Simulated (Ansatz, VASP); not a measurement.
**HfO2 in VASP and in Ansatz**

```
CELL_PARAMETERS angstrom
3.60430 0.00000 0.00000
0.00000 3.60430 0.00000
0.00000 0.00000 5.26397
ATOMIC_POSITIONS crystal
Hf 0.41984 0.54843 0.52559
Hf 0.99847 0.17176 0.91586
O 0.97655 0.44240 0.68566
O 0.61138 0.99577 0.81908
O 0.50352 0.01106 0.29979
O 0.99022 0.33058 0.25401
```

Change from the starting cell: all atoms moved at random, sigma 0.25 Å a component; relaxed back.

Alike in both runs: task relaxation of the atoms; functional PBE; k mesh 6 × 6 × 4; occupations gaussian, width 0.05 eV; no spin polarisation.

|  | VASP | Ansatz |
| --- | --- | --- |
| version | VASP 6.6.1 | Ansatz 0.2.0 |
| potentials or method | VASP PAW PBE potentials, release 64 (Hf_pv, O), cutoff 520 eV | scalar-relativistic, plane waves, PAW |
| valence electrons in the cell | 44 | 76 |

```csv
,VASP,Ansatz,Ansatz less VASP
"gap on the k mesh at the Fermi level, each at its own relaxed structure (eV)",4.68,4.67,-0.013
```

VASP's potentials hold 44 valence electrons a cell and Ansatz's 76, so a difference there can come from the potentials and not from the codes. Ansatz's warnings: stress scf threshold loose.

Spin-orbit coupling is off throughout.
